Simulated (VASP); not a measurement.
# NdHf in VASP: notebook

The runs below take NdHf through relaxation of cell and atoms, with PBE.

All numbers are computed with VASP 6.6.1; they aren't measurements. Logs are shortened: lines on timing, memory, paths and dates and some standing lists are left out, and cuts for length are marked.

## 1. The cell of the first run

The structure is cubic, space group Pm-3m (No. 221). Conventional cell: a = 3.842 Å, b = 3.842 Å, c = 3.842 Å, α = 90.00°, β = 90.00°, γ = 90.00°. Within 4.4 Å of Nd (site symmetry m-3m) lie 8 Hf at 3.33 Å and 6 Nd at 3.84 Å. Hf (site symmetry m-3m) has 8 Nd at 3.33 Å and 6 Hf at 3.84 Å within 4.4 Å.

The cell was built from a structure type or drawn by symmetry, and may not be a known phase.

## 2. Relaxation of cell and atoms, PBE

Input file INCAR:

```
PREC     = Accurate       # precision mode
ENCUT    = 500            # plane-wave cutoff, eV
EDIFF    = 1E-7           # SCF threshold, eV
ISMEAR   = 0              # smearing method
SIGMA    = 0.2            # smearing width, eV
LREAL    = False          # projectors in reciprocal space
LASPH    = True           # aspherical terms in the spheres
NELM     = 200            # most SCF steps
ALGO     = Normal         # electronic algorithm
ISIF     = 3              # what is computed and relaxed
LWAVE    = False          # write WAVECAR
LCHARG   = False          # write CHGCAR
GGA      = PE             # functional
IBRION   = 2              # ionic algorithm
NSW      = 36             # ionic steps
EDIFFG   = -0.08          # ionic threshold
GGA_COMPAT= False        
NELMIN   = 4            
LMAXMIX  = 6              # l up to which the mixer works
```

Input file KPOINTS:

```
regular mesh
0
Gamma
  5 5 5
```

Input file POSCAR:

```
NdHf
1.0
    3.8421703600      0.0000000000      0.0000000000
    0.0000000000      3.8421703600      0.0000000000
    0.0000000000      0.0000000000      3.8421703600
Nd Hf
1 1
Direct
    0.5000000000      0.5000000000      0.5000000000
    0.0000000000      0.0000000000      0.0000000000
```

Potentials or basis: VASP PAW PBE potentials, release 64 (Nd_3, Hf_pv), 4f in core.

Command:

```console
> cat potpaw_PBE.64/Nd_3/POTCAR potpaw_PBE.64/Hf_pv/POTCAR > POTCAR
> mpirun -np 1 vasp_std > vasp.out
```

OUTCAR:

```text
PREC = Accurate
   ENCUT = 500
   EDIFF = 1E-7
   ISMEAR = 0
   LREAL = False
   LASPH = True
   NELM = 200
   ISIF = 3
   GGA = PE
   IBRION = 2
   NSW = 36
   EDIFFG = -0.08
   NELMIN = 4

 ion  position               nearest neighbor table
   1  0.500  0.500  0.500-   2 3.33   2 3.33   2 3.33   2 3.33   2 3.33   2 3.33   2 3.33   2 3.33

   2  0.000  0.000  0.000-   1 3.33   1 3.33   1 3.33   1 3.33   1 3.33   1 3.33   1 3.33   1 3.33

  LATTYP: Found a simple cubic cell.
 ALAT       =     3.8421703600

  Lattice vectors:

 A1 = (   3.8421703600,   0.0000000000,   0.0000000000)
 A2 = (   0.0000000000,   3.8421703600,   0.0000000000)
 A3 = (   0.0000000000,   0.0000000000,   3.8421703600)

Analysis of symmetry for initial positions (statically):
=====================================================================
 Subroutine PRICEL returns:
 Original cell was already a primitive cell.

 Routine SETGRP: Setting up the symmetry group for a
 simple cubic supercell.

 Subroutine GETGRP returns: Found 48 space group operations
 (whereof 48 operations were pure point group operations)
 out of a pool of 48 trial point group operations.

The static configuration has the point symmetry O_h .

Analysis of symmetry for dynamics (positions and initial velocities):
=====================================================================
 Subroutine PRICEL returns:
 Original cell was already a primitive cell.

 Routine SETGRP: Setting up the symmetry group for a
 simple cubic supercell.

 Subroutine GETGRP returns: Found 48 space group operations
 (whereof 48 operations were pure point group operations)
 out of a pool of 48 trial point group operations.

The dynamic configuration has the point symmetry O_h .

 Subroutine INISYM returns: Found 48 space group operations
 (whereof 48 operations are pure point group operations),
 and found     1 'primitive' translations

----------------------------------------------------------------------------------------

                                     Primitive cell

  volume of cell :      56.7192

  direct lattice vectors                    reciprocal lattice vectors
     3.842170360  0.000000000  0.000000000     0.260269563  0.000000000  0.000000000
     0.000000000  3.842170360  0.000000000     0.000000000  0.260269563  0.000000000
     0.000000000  0.000000000  3.842170360     0.000000000  0.000000000  0.260269563

  length of vectors
     3.842170360  3.842170360  3.842170360     0.260269563  0.260269563  0.260269563

  position of ions in fractional coordinates (direct lattice)
     0.500000000  0.500000000  0.500000000
     0.000000000  0.000000000  0.000000000

  ion indices of the primitive-cell ions
   primitive index   ion index
                 1           1
                 2           2

----------------------------------------------------------------------------------------

 KPOINTS: regular mesh

Automatic generation of k-mesh.
 Grid dimensions read from file:
 generate k-points for:    5    5    5

 Generating k-lattice:

  Cartesian coordinates                     Fractional coordinates (reciprocal lattice)
     0.052053913  0.000000000  0.000000000     0.200000000  0.000000000  0.000000000
     0.000000000  0.052053913  0.000000000     0.000000000  0.200000000  0.000000000
     0.000000000  0.000000000  0.052053913     0.000000000  0.000000000  0.200000000

  Length of vectors
     0.052053913  0.052053913  0.052053913

  Shift w.r.t. Gamma in fractional coordinates (k-lattice)
     0.000000000  0.000000000  0.000000000

 Subroutine IBZKPT returns following result:
 ===========================================

 Found     10 irreducible k-points:

 Following reciprocal coordinates:
            Coordinates               Weight
  0.000000  0.000000  0.000000      1.000000
  0.200000  0.000000  0.000000      6.000000
  0.400000  0.000000  0.000000      6.000000
  0.200000  0.200000  0.000000     12.000000
  0.400000  0.200000  0.000000     24.000000
  0.400000  0.400000  0.000000     12.000000
  0.200000  0.200000  0.200000      8.000000
  0.400000  0.200000  0.200000     24.000000
  0.400000  0.400000  0.200000     24.000000
  0.400000  0.400000  0.400000      8.000000
   k-points           NKPTS =     10   k-points in BZ     NKDIM =     10   number of bands    NBANDS=     14
   number of dos      NEDOS =    301   number of ions     NIONS =      2
   total plane-waves  NPLWV =  21952
   dimension x,y,z NGX =    28 NGY =   28 NGZ =   28
   dimension x,y,z NGXF=    56 NGYF=   56 NGZF=   56
   ions per type =               1   1
   NGX,Y,Z   is equivalent  to a cutoff of  12.12, 12.12, 12.12 a.u.
   NGXF,Y,Z  is equivalent  to a cutoff of  24.23, 24.23, 24.23 a.u.
 SYSTEM =  unknown system
   PREC   = accura    normal or accurate (medium, high low for compatibility)
   ISTART =      0    job   : 0-new  1-cont  2-samecut
   ICHARG =      2    charge: 1-file 2-atom 10-const
   ISPIN  =      1    spin polarized calculation?
   LNONCOLLINEAR =      F non collinear calculations
   LSORBIT =      F    spin-orbit coupling
   LASPH  =      T    aspherical Exc in radial PAW
   ENCUT  =  500.0 eV  36.75 Ry    6.06 a.u.   7.01  7.01  7.01*2*pi/ulx,y,z
   NELM   =    200;   NELMIN=  4; NELMDL= -5     # of ELM steps
   EDIFF  = 0.1E-06   stopping-criterion for ELM
   LREAL  =      F    real-space projection
   EDIFFG = -.8E-01   stopping-criterion for IOM
   NSW    =     36    number of steps for IOM
   IBRION =      2    ionic relax: 0-MD 1-quasi-New 2-CG
   NFREE  =      1    steps in history (QN), initial steepest desc. (CG)
   ISIF   =      3    stress and relaxation
   ISYM   =      2    0-nonsym 1-usesym 2-fastsym
   POTIM  = 0.5000    time-step for ionic-motion
   TEBEG  =    0.0;   TEEND  =   0.0 temperature during run
   PSTRESS=    0.0 pullay stress
   NELECT =      21.0000    total number of electrons
   NUPDOWN=      -1.0000    fix difference up-down
   EMIN   =  10.00;   EMAX   =-10.00  energy-range for DOS
   EFERMI =   0.00;   METHOD = LEGACY
   ISMEAR =     0;   SIGMA  =   0.20  broadening in eV -4-tet -1-fermi 0-gaus
   EFERMI_NEDOS =   21; number of points for ismear=-14 and -15
   IALGO  =     38    algorithm
   IMIX   =      4    mixing-type and parameters
     AMIX     =   0.40;   BMIX     =  1.00
     AMIX_MAG =   1.60;   BMIX_MAG =  1.00
  volume/ion in A,a.u.               =      28.36       191.38
  Fermi-wavevector in a.u.,A,eV,Ry     =   1.175542  2.221451 18.801862  1.381898
  Thomas-Fermi vector in A             =   2.311920
   LORBIT       =      0    0 simple, 1 ext, 2 COOP (PROOUT), +10 PAW based schemes
   GGA     = PE    functional components
   LHFCALC =     F    Hartree Fock is set to
   AEXX    =    0.0000 exact exchange contribution
   IVDW    =     0    specifies the selected vdW correction
   LEPSILON=     F    determine dielectric tensor
   LRPA    =     F    only Hartree local field effects (RPA)
 conjugate gradient relaxation of ions
 non-spin polarized calculation
 Gauss-broadening in eV      SIGMA  =   0.20
  energy-cutoff  :      500.00
  volume of cell :       56.72
 maximum number of plane-waves:      1456
   NGX = 15   NGY = 15   NGZ = 15

--------------------------------------- Ionic step        1  -------------------------------------------

 number of electron      21.0000004 magnetization

 Free energy of the ion-electron system (eV)
  ---------------------------------------------------
  ext. energy  EPLUGINS =         0.00000000
  ---------------------------------------------------
  free energy    TOTEN  =       -13.90556188 eV

  energy without entropy =      -13.84579436  energy(sigma->0) =      -13.87567812

------------------------ aborting loop because EDIFF is reached ----------------------------------------

  FORCE on cell =-STRESS in cart. coord.  units (eV):
  Direction    XX          YY          ZZ          XY          YZ          ZX
  --------------------------------------------------------------------------------------
  -------------------------------------------------------------------------------------
  Total       -0.7081451     -0.7081451     -0.7081451      0.0000000      0.0000000     -0.0000000
  in kB      -20.0033604    -20.0033604    -20.0033604      0.0000000      0.0000000     -0.0000000
  external PRESSURE =     -20.0033604 kB  Pullay stress =       0.0000000 kB

 VOLUME and BASIS-vectors are now :
 -----------------------------------------------------------------------------
  energy-cutoff  :      500.00
  volume of cell :       56.72
      direct lattice vectors                 reciprocal lattice vectors
     3.842170360  0.000000000  0.000000000     0.260269563  0.000000000  0.000000000
     0.000000000  3.842170360  0.000000000     0.000000000  0.260269563  0.000000000
     0.000000000  0.000000000  3.842170360     0.000000000  0.000000000  0.260269563
[... 37 lines left out ...]
 POSITION                                       TOTAL-FORCE (eV/Angst)
 -----------------------------------------------------------------------------------
      1.88827      1.88827      1.88827         0.000000      0.000000      0.000000
      0.00000      0.00000      0.00000        -0.000000     -0.000000      0.000000
 -----------------------------------------------------------------------------------
    total drift:                               -0.000000      0.000000      0.000000

  FREE ENERGIE OF THE ION-ELECTRON SYSTEM (eV)
  ---------------------------------------------------
  free  energy   TOTEN  =       -13.9157682245 eV

  energy  without entropy=      -13.8571489044  energy(sigma->0) =      -13.88645856

--------------------------------------- Ionic step        3  -------------------------------------------

 number of electron      21.0000005 magnetization

 Free energy of the ion-electron system (eV)
  ---------------------------------------------------
  ext. energy  EPLUGINS =         0.00000000
  ---------------------------------------------------
  free energy    TOTEN  =       -13.91834495 eV

  energy without entropy =      -13.85966618  energy(sigma->0) =      -13.88900556

 E-fermi :   4.1994     XC(G=0): -10.5700

 val. band max:        4.1933752626   @ k =   0.4000   0.2000   0.2000
 cond. band min:       4.2522118144   @ k =   0.4000   0.2000   0.2000
 fundamental gap:      0.0588365518
 Fermi energy:         4.1994462994

 k-point     1 :       0.0000    0.0000    0.0000
  band No.  band energies     occupation
      1     -32.9813      2.00000
      2     -26.8393      2.00000
      3     -26.8393      2.00000
      4     -26.8393      2.00000
      5     -14.0094      2.00000
      6     -14.0094      2.00000
      7     -14.0094      2.00000
      8      -1.2908      2.00000
      9       1.8287      2.00000
     10       1.8287      2.00000
     11       5.4671      0.00000
     12       5.4671      0.00000
     13       5.4671      0.00000
     14       8.1104      0.00000

 k-point     2 :       0.2000    0.0000    0.0000
  band No.  band energies     occupation
      1     -32.9729      2.00000
      2     -26.8568      2.00000
      3     -26.8366      2.00000
      4     -26.8366      2.00000
      5     -14.1985      2.00000
      6     -14.0038      2.00000
      7     -14.0038      2.00000
      8      -0.5990      2.00000
      9       2.1903      2.00000
     10       2.3341      2.00000
[... 160 lines left out ...]
 POSITION                                       TOTAL-FORCE (eV/Angst)
 -----------------------------------------------------------------------------------
      1.89829      1.89829      1.89829         0.000000      0.000000      0.000000
      0.00000      0.00000      0.00000        -0.000000     -0.000000      0.000000
 -----------------------------------------------------------------------------------
    total drift:                               -0.000000      0.000000      0.000000

  FREE ENERGIE OF THE ION-ELECTRON SYSTEM (eV)
  ---------------------------------------------------
  free  energy   TOTEN  =       -13.9183449497 eV

  energy  without entropy=      -13.8596661800  energy(sigma->0) =      -13.88900556

 reached required accuracy - stopping structural energy minimisation
```

Wall time 12 s (1 thread of Intel Xeon 6975P-C (Granite Rapids), shared host); peak memory 0.17 GiB.

Results:

| Property | Result |
| --- | --- |
| Free energy | -13.9183 eV |
| Relaxed volume | 27.36 Å³/atom |
| Relaxed cell | a = 3.797 Å, b = 3.797 Å, c = 3.797 Å, α = 90.00°, β = 90.00°, γ = 90.00° |
| Space group after relaxing (to 0.1 Å) | Pm-3m (No. 221) |
| Energy gained by relaxing | 6.4 meV/atom |
| Ionic steps | 3 |
| Pressure after relaxing | 0.0 GPa |
| Band gap on the k mesh | zero (an odd number of electrons rules out a gap without spin polarisation) |

The path:
| step | energy change (eV) | largest force (eV/Å) | pressure (GPa) | volume (Å³) |
| --- | --- | --- | --- | --- |
| 1 | 0.0000 | 0.0000 | -2.00 | 56.72 |
| 2 | -0.0102 | 0.0000 | 0.97 | 53.86 |
| 3 | -0.0128 | 0.0000 | 0.00 | 54.72 |

Final structure:
```
Nd Hf
1.0
     3.79658    0.00000    0.00000
     0.00000    3.79658    0.00000
     0.00000    0.00000    3.79658
Nd Hf
1 1
Cartesian
  1.8983 1.8983 1.8983
  0.0000 0.0000 0.0000
```

Levels at points of the mesh, in eV from the Fermi level:
| k point | band 8 | band 9 | band 10 | band 11 | band 12 | band 13 |
| --- | --- | --- | --- | --- | --- | --- |
| (0.00, 0.00, 0.00) | -5.49 | -2.37 | -2.37 | 1.27 | 1.27 | 1.27 |

Caveat: spin-orbit coupling is left out, which moves the levels of the heavy elements; the 4f electrons are frozen in the core, so they carry no moment and show no levels. Spin polarisation is off, so any magnetic state and its effect on volume and gap are missing.

(Part 1 of 2 ends here.)
